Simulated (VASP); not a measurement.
# MgB2 (Fm-3m) in VASP: a series of runs

MgB2 is run at these levels: PBE; tasks: single point, relaxation of cell and atoms.

Everything below comes from runs of VASP 6.6.1. Logs are shortened: lines on timing, memory, paths and dates and some standing lists are left out, and cuts for length are marked.

### Step 1. The cell of the first run

It takes space group Fm-3m (No. 225, cubic). Conventional cell: a = 4.839 Å, b = 4.839 Å, c = 4.839 Å, α = 90.00°, β = 90.00°, γ = 90.00°. Within 2.8 Å of Mg (site symmetry m-3m) lie 8 B at 2.10 Å. Within 2.8 Å of B (site symmetry -43m) lie 4 Mg at 2.10 Å and 6 B at 2.42 Å.

### Step 2. Single point, PBE

Input file INCAR:

```
SYSTEM = MgB2
ALGO     = Normal         ! electronic algorithm
EDIFF    = 1E-7           ! SCF threshold, eV
ENCUT    = 520            ! plane-wave cutoff, eV
GGA      = PE             ! functional
ISIF     = 2              ! what is computed and relaxed
ISMEAR   = 0              ! smearing method
LASPH    = .True.         ! aspherical terms in the spheres
LCHARG   = .False.        ! write CHGCAR
LREAL    = .False.        ! projectors in reciprocal space
LWAVE    = .False.        ! write WAVECAR
NBANDS   = 11             ! bands
NELM     = 60             ! most SCF steps
PREC     = Accurate       ! precision mode
SIGMA    = 0.1            ! smearing width, eV
```

Input file KPOINTS:

```
k-points
0
Gamma
  6 6 6
  0 0 0
```

Input file POSCAR:

```
MgB2
1.0
    0.0000000000      2.4195256654      2.4195256654
    2.4195256654      0.0000000000      2.4195256654
    2.4195256654      2.4195256654      0.0000000000
Mg B
1 2
Direct
    0.0000000000      0.0000000000      0.0000000000
    0.2500000000      0.2500000000      0.2500000000
    0.7500000000      0.7500000000      0.7500000000
```

Potentials or basis: VASP PAW PBE potentials, release 64 (Mg, B).

Command:

```bash
> cat potpaw_PBE.64/Mg/POTCAR potpaw_PBE.64/B/POTCAR > POTCAR
> mpirun -np 1 vasp_std > vasp.out
```

OUTCAR:

```text
SYSTEM = MgB2
   EDIFF = 1E-7
   ENCUT = 520
   GGA = PE
   ISIF = 2
   ISMEAR = 0
   LASPH = .True.
   LREAL = .False.
   NELM = 60
   PREC = Accurate

 ion  position               nearest neighbor table
   1  0.000  0.000  0.000-   3 2.10   3 2.10   3 2.10   2 2.10   3 2.10   2 2.10   2 2.10   2 2.10

   2  0.250  0.250  0.250-   1 2.10   1 2.10   1 2.10   1 2.10
   3  0.750  0.750  0.750-   1 2.10   1 2.10   1 2.10   1 2.10

  LATTYP: Found a face centered cubic cell.
 ALAT       =     4.8390513308

  Lattice vectors:

 A1 = (   0.0000000000,   2.4195256654,   2.4195256654)
 A2 = (   2.4195256654,   0.0000000000,   2.4195256654)
 A3 = (   2.4195256654,   2.4195256654,   0.0000000000)

Analysis of symmetry for initial positions (statically):
=====================================================================
 Subroutine PRICEL returns:
 Original cell was already a primitive cell.

 Routine SETGRP: Setting up the symmetry group for a
 face centered cubic supercell.

 Subroutine GETGRP returns: Found 48 space group operations
 (whereof 48 operations were pure point group operations)
 out of a pool of 48 trial point group operations.

The static configuration has the point symmetry O_h .

Analysis of symmetry for dynamics (positions and initial velocities):
=====================================================================
 Subroutine PRICEL returns:
 Original cell was already a primitive cell.

 Routine SETGRP: Setting up the symmetry group for a
 face centered cubic supercell.

 Subroutine GETGRP returns: Found 48 space group operations
 (whereof 48 operations were pure point group operations)
 out of a pool of 48 trial point group operations.

The dynamic configuration has the point symmetry O_h .

 Subroutine INISYM returns: Found 48 space group operations
 (whereof 48 operations are pure point group operations),
 and found     1 'primitive' translations

----------------------------------------------------------------------------------------

                                     Primitive cell

  volume of cell :      28.3283

  direct lattice vectors                    reciprocal lattice vectors
     0.000000000  2.419525665  2.419525665    -0.206652075  0.206652075  0.206652075
     2.419525665  0.000000000  2.419525665     0.206652075 -0.206652075  0.206652075
     2.419525665  2.419525665  0.000000000     0.206652075  0.206652075 -0.206652075

  length of vectors
     3.421726011  3.421726011  3.421726011     0.357931894  0.357931894  0.357931894

  position of ions in fractional coordinates (direct lattice)
     0.000000000  0.000000000  0.000000000
     0.250000000  0.250000000  0.250000000
     0.750000000  0.750000000  0.750000000

  ion indices of the primitive-cell ions
   primitive index   ion index
                 1           1
                 2           2
                 3           3

----------------------------------------------------------------------------------------

 KPOINTS: k-points

Automatic generation of k-mesh.
 Grid dimensions read from file:
 generate k-points for:    6    6    6

 Generating k-lattice:

  Cartesian coordinates                     Fractional coordinates (reciprocal lattice)
    -0.034442013  0.034442013  0.034442013     0.166666667  0.000000000  0.000000000
     0.034442013 -0.034442013  0.034442013     0.000000000  0.166666667  0.000000000
     0.034442013  0.034442013 -0.034442013     0.000000000  0.000000000  0.166666667

  Length of vectors
     0.059655316  0.059655316  0.059655316

  Shift w.r.t. Gamma in fractional coordinates (k-lattice)
     0.000000000  0.000000000  0.000000000

 Subroutine IBZKPT returns following result:
 ===========================================

 Found     16 irreducible k-points:

 Following reciprocal coordinates:
            Coordinates               Weight
  0.000000  0.000000  0.000000      1.000000
  0.166667  0.000000  0.000000      8.000000
  0.333333  0.000000  0.000000      8.000000
  0.500000  0.000000  0.000000      4.000000
  0.166667  0.166667  0.000000      6.000000
  0.333333  0.166667  0.000000     24.000000
[... 8 lines left out ...]
 -0.333333  0.333333  0.166667     24.000000
 -0.333333  0.500000  0.166667     12.000000
   k-points           NKPTS =     16   k-points in BZ     NKDIM =     16   number of bands    NBANDS=     11
   number of dos      NEDOS =    301   number of ions     NIONS =      3
   total plane-waves  NPLWV =  21952
   dimension x,y,z NGX =    28 NGY =   28 NGZ =   28
   dimension x,y,z NGXF=    56 NGYF=   56 NGZF=   56
   ions per type =               1   2
   NGX,Y,Z   is equivalent  to a cutoff of  13.60, 13.60, 13.60 a.u.
   NGXF,Y,Z  is equivalent  to a cutoff of  27.21, 27.21, 27.21 a.u.
 SYSTEM =  MgB2
   PREC   = accura    normal or accurate (medium, high low for compatibility)
   ISTART =      0    job   : 0-new  1-cont  2-samecut
   ICHARG =      2    charge: 1-file 2-atom 10-const
   ISPIN  =      1    spin polarized calculation?
   LNONCOLLINEAR =      F non collinear calculations
   LSORBIT =      F    spin-orbit coupling
   LASPH  =      T    aspherical Exc in radial PAW
   ENCUT  =  520.0 eV  38.22 Ry    6.18 a.u.   6.36  6.36  6.36*2*pi/ulx,y,z
   NELM   =     60;   NELMIN=  2; NELMDL= -5     # of ELM steps
   EDIFF  = 0.1E-06   stopping-criterion for ELM
   LREAL  =      F    real-space projection
   EDIFFG = 0.1E-05   stopping-criterion for IOM
   NSW    =      0    number of steps for IOM
   IBRION =     -1    ionic relax: 0-MD 1-quasi-New 2-CG
   NFREE  =      0    steps in history (QN), initial steepest desc. (CG)
   ISIF   =      2    stress and relaxation
   ISYM   =      2    0-nonsym 1-usesym 2-fastsym
   POTIM  = 0.5000    time-step for ionic-motion
   TEBEG  =    0.0;   TEEND  =   0.0 temperature during run
   PSTRESS=    0.0 pullay stress
   NELECT =       8.0000    total number of electrons
   NUPDOWN=      -1.0000    fix difference up-down
   EMIN   =  10.00;   EMAX   =-10.00  energy-range for DOS
   EFERMI =   0.00;   METHOD = LEGACY
   ISMEAR =     0;   SIGMA  =   0.10  broadening in eV -4-tet -1-fermi 0-gaus
   EFERMI_NEDOS =   21; number of points for ismear=-14 and -15
   IALGO  =     38    algorithm
   IMIX   =      4    mixing-type and parameters
     AMIX     =   0.40;   BMIX     =  1.00
     AMIX_MAG =   1.60;   BMIX_MAG =  1.00
  volume/ion in A,a.u.               =       9.44        63.72
  Fermi-wavevector in a.u.,A,eV,Ry     =   1.074067  2.029692 15.695944  1.153619
  Thomas-Fermi vector in A             =   2.209884
   LORBIT       =      0    0 simple, 1 ext, 2 COOP (PROOUT), +10 PAW based schemes
   GGA     = PE    functional components
   LHFCALC =     F    Hartree Fock is set to
   AEXX    =    0.0000 exact exchange contribution
   IVDW    =     0    specifies the selected vdW correction
   LEPSILON=     F    determine dielectric tensor
   LRPA    =     F    only Hartree local field effects (RPA)
 non-spin polarized calculation
 Gauss-broadening in eV      SIGMA  =   0.10
  energy-cutoff  :      520.00
  volume of cell :       28.33
 maximum number of plane-waves:       778
 NGX is ok and might be reduce to    28
   NGX = 13   NGY = 13   NGZ = 13

 number of electron       8.0000000 magnetization

 Free energy of the ion-electron system (eV)
  ---------------------------------------------------
  ext. energy  EPLUGINS =         0.00000000
  ---------------------------------------------------
  free energy    TOTEN  =        -9.08604580 eV

  energy without entropy =       -9.07486455  energy(sigma->0) =       -9.08045518

 E-fermi :   5.1720     XC(G=0): -11.1194

 val. band max:        5.1119969876   @ k =   0.3333   0.1667   0.0000
 cond. band min:       5.2081137739   @ k =   0.3333   0.0000   0.0000
 fundamental gap:      0.0961167863
 Fermi energy:         5.1720097924

 k-point     1 :       0.0000    0.0000    0.0000
  band No.  band energies     occupation
      1      -6.9421      2.00000
      2       4.7433      2.00000
      3       4.7433      2.00000
      4       4.7433      2.00000
      5       7.9795      0.00000
      6      10.8309      0.00000
      7      10.8309      0.00000
      8      10.8309      0.00000
      9      14.4996      0.00000
     10      14.4996      0.00000
     11      14.4996      0.00000

 k-point     2 :       0.1667    0.0000    0.0000
  band No.  band energies     occupation
      1      -6.4848      2.00000
      2       2.8213      2.00000
      3       4.8298      2.00000
      4       4.8298      2.00000
      5       8.8791      0.00000
      6       9.5522      0.00000
      7       9.5522      0.00000
      8      10.5530      0.00000
      9      14.9091      0.00000
     10      15.2353      0.00000
     11      15.2353      0.00000

 k-point     3 :       0.3333    0.0000    0.0000
  band No.  band energies     occupation
      1      -5.1389      2.00000
      2      -0.2085      2.00000
      3       5.2081      0.60964
      4       5.2081      0.60964
      5       7.5893      0.00000
      6       7.5893      0.00000
      7       9.2747      0.00000
      8       9.9923      0.00000
      9      16.8796      0.00000
     10      17.5112      0.00000
     11      17.5112      0.00000
[... 155 lines left out ...]
 k-point    15 :      -0.3333    0.3333    0.1667
  band No.  band energies     occupation
      1      -1.9443      2.00000
      2      -1.8870      2.00000
      3       1.7724      2.00000
      4       1.8494      2.00000
      5       7.5894      0.00000
      6       7.6212      0.00000
      7      12.1943      0.00000
      8      12.8084      0.00000
      9      15.4408      0.00000
     10      17.1530      0.00000
     11      22.7758      0.00000

 k-point    16 :      -0.3333    0.5000    0.1667
  band No.  band energies     occupation
      1      -1.7499      2.00000
      2      -0.2276      2.00000
      3      -0.1497      2.00000
      4       1.3457      2.00000
      5       5.8017      0.00000
      6       9.8471      0.00000
      7      12.6764      0.00000
      8      13.1025      0.00000
      9      13.8015      0.00000
     10      18.6099      0.00000
     11      24.8670      0.00000

------------------------ aborting loop because EDIFF is reached ----------------------------------------

  FORCE on cell =-STRESS in cart. coord.  units (eV):
  Direction    XX          YY          ZZ          XY          YZ          ZX
  --------------------------------------------------------------------------------------
  -------------------------------------------------------------------------------------
  Total        6.5760425      6.5760425      6.5760425      0.0000000      0.0000000      0.0000000
  in kB      371.9242546    371.9242546    371.9242546      0.0000000      0.0000000      0.0000000
  external PRESSURE =     371.9242546 kB  Pullay stress =       0.0000000 kB

 VOLUME and BASIS-vectors are now :
 -----------------------------------------------------------------------------
  energy-cutoff  :      520.00
  volume of cell :       28.33
      direct lattice vectors                 reciprocal lattice vectors
     0.000000000  2.419525665  2.419525665    -0.206652075  0.206652075  0.206652075
     2.419525665  0.000000000  2.419525665     0.206652075 -0.206652075  0.206652075
     2.419525665  2.419525665  0.000000000     0.206652075  0.206652075 -0.206652075

 POSITION                                       TOTAL-FORCE (eV/Angst)
 -----------------------------------------------------------------------------------
      0.00000      0.00000      0.00000         0.000000      0.000000      0.000000
      1.20976      1.20976      1.20976        -0.000000     -0.000000     -0.000000
      3.62929      3.62929      3.62929         0.000000      0.000000      0.000000
 -----------------------------------------------------------------------------------
    total drift:                                0.000000      0.000000     -0.000000

  FREE ENERGIE OF THE ION-ELECTRON SYSTEM (eV)
  ---------------------------------------------------
  free  energy   TOTEN  =        -9.0860458048 eV

  energy  without entropy=       -9.0748645531  energy(sigma->0) =       -9.08045518
```

Wall time 7.2 s (1 thread of Intel Xeon 6975P-C (Granite Rapids), shared host); peak memory 0.14 GiB.

What came out:

| Property | Result |
| --- | --- |
| Free energy | -9.0860 eV |
| Pressure | 37.2 GPa |
| Band gap on the k mesh | zero (band 4 reaches 5.98 eV, above the bottom of band 5 at 2.45 eV) |

Caveat: the k points lie up to 0.37 Å⁻¹ apart.

### Step 3. Single point, PBE

This run uses another cell than the first one, of 12.38 Å³/atom, 1.311 times its volume.

Input file INCAR:

```
SYSTEM = MgB2
  ALGO = Normal
  EDIFF = 1E-6
  ENCUT = 520
  GGA = PE
  ISIF = 2
  ISMEAR = 0
  LASPH = .True.
  LCHARG = .False.
  LREAL = .False.
  LWAVE = .False.
  NBANDS = 11
  NELM = 60
  PREC = Accurate
  SIGMA = 0.1
```

KPOINTS is that of step 2.

Input file POSCAR:

```
MgB2
1.0
    0.0000000000      2.6483878339      2.6483878339
    2.6483878339      0.0000000000      2.6483878339
    2.6483878339      2.6483878339      0.0000000000
Mg B
1 2
Direct
    0.0000000000      0.0000000000      0.0000000000
    0.2500000000      0.2500000000      0.2500000000
    0.7500000000      0.7500000000      0.7500000000
```

Potentials or basis: VASP PAW PBE potentials, release 64 (Mg, B).

Command:

```bash
> cat potpaw_PBE.64/Mg/POTCAR potpaw_PBE.64/B/POTCAR > POTCAR
> mpirun -np 1 vasp_std > vasp.out
```

It took 7.4 s on 1 thread of Intel Xeon 6975P-C (Granite Rapids), shared host; peak memory 0.15 GiB.

It converged, with:

* Free energy: -9.9002 eV
* Pressure: 0.0 GPa
* Band gap on the k mesh: zero (band 4 reaches 4.02 eV, above the bottom of band 5 at 1.04 eV)

Levels at points of the mesh, in eV from the Fermi level:
```csv
k point,band 2,band 3,band 4,band 5,band 6,band 7
"(0.00, 0.00, 0.00)",-0.14,-0.14,-0.14,0.53,4.40,4.40
"(0.50, 0.00, 0.00)",-7.05,0.83,0.83,0.95,0.95,2.56
"(0.50, 0.50, 0.00)",-4.73,-3.39,-2.14,-2.14,5.02,5.72
```

### Step 4. Relaxation of cell and atoms, PBE

Input file INCAR:

```
SYSTEM = MgB2
ALGO     = Normal         ! electronic algorithm
EDIFF    = 1E-7           ! SCF threshold, eV
EDIFFG   = -0.04          ! ionic threshold
ENCUT    = 600            ! plane-wave cutoff, eV
GGA      = PE             ! functional
IBRION   = 2              ! ionic algorithm
ISIF     = 3              ! what is computed and relaxed
ISMEAR   = 0              ! smearing method
LASPH    = .True.         ! aspherical terms in the spheres
LCHARG   = .False.        ! write CHGCAR
LREAL    = .False.        ! projectors in reciprocal space
LWAVE    = .False.        ! write WAVECAR
NELM     = 100            ! most SCF steps
NSW      = 90             ! ionic steps
PREC     = Accurate       ! precision mode
SIGMA    = 0.1            ! smearing width, eV
```

KPOINTS is that of step 3.

Input file POSCAR:

```
MgB2
1.0
    0.0000000000      2.4195256654      2.4195256654
    2.4195256654      0.0000000000      2.4195256654
    2.4195256654      2.4195256654      0.0000000000
Mg B
1 2
Direct
    0.0000000000      0.0000000000      0.0000000000
    0.2500000000      0.2500000000      0.2500000000
    0.7500000000      0.7500000000      0.7500000000
```

Command:

```bash
> cat potpaw_PBE.64/Mg/POTCAR potpaw_PBE.64/B/POTCAR > POTCAR
> mpirun -np 1 vasp_std > vasp.out
```

Run time: 14 s. Hardware: 1 thread of Intel Xeon 6975P-C (Granite Rapids), shared host; peak memory 0.16 GiB.

Results (log left out):

- Free energy: -9.8989 eV
- Relaxed volume: 12.35 Å³/atom
- Relaxed cell: a = 3.742 Å, b = 3.742 Å, c = 3.742 Å, α = 60.00°, β = 60.00°, γ = 60.00°
- Space group after relaxing (to 0.05 Å): Fm-3m (No. 225)
- Energy gained by relaxing: 270.4 meV/atom
- Ionic steps: 3
- Pressure after relaxing: 0.3 GPa
- Band gap on the k mesh: zero (band 4 reaches 4.04 eV, above the bottom of band 5 at 1.05 eV)

The path:
| step | energy change (eV) | largest force (eV/Å) | pressure (GPa) | volume (Å³) |
| --- | --- | --- | --- | --- |
| 1 | 0.0000 | 0.0000 | 37.18 | 28.33 |
| 2 | -0.8035 | 0.0000 | -2.16 | 38.30 |
| 3 | -0.8111 | 0.0000 | 0.28 | 37.04 |

Final structure:
```cif
data_structure
_symmetry_space_group_name_H-M 'P 1'
_symmetry_Int_Tables_number 1
_cell_length_a 3.7416
_cell_length_b 3.7416
_cell_length_c 3.7416
_cell_angle_alpha 60.000
_cell_angle_beta 60.000
_cell_angle_gamma 60.000
_cell_volume 37.04
loop_
_atom_site_label
_atom_site_type_symbol
_atom_site_fract_x
_atom_site_fract_y
_atom_site_fract_z
_atom_site_occupancy
Mg1 Mg 0.00000 0.00000 0.00000 1
B1 B 0.25000 0.25000 0.25000 1
B2 B 0.75000 0.75000 0.75000 1
```

Levels at points of the mesh, in eV from the Fermi level:
```tsv
k point	band 1	band 2	band 3	band 4	band 5	band 6	band 7	band 8
(0.00, 0.00, 0.00)	-10.47	-0.14	-0.14	-0.14	0.56	4.41	4.41	4.41
(0.50, 0.00, 0.00)	-7.29	-7.06	0.83	0.83	0.94	0.94	2.57	3.16
(0.50, 0.50, 0.00)	-6.83	-4.74	-3.39	-2.15	-2.15	5.03	5.73	5.73
```

Caveat: the k points lie up to 0.34 Å⁻¹ apart in the final cell; the volume moved by over 15 % at a fixed basis, so the end points are rough.

[end of part 1 of 2]
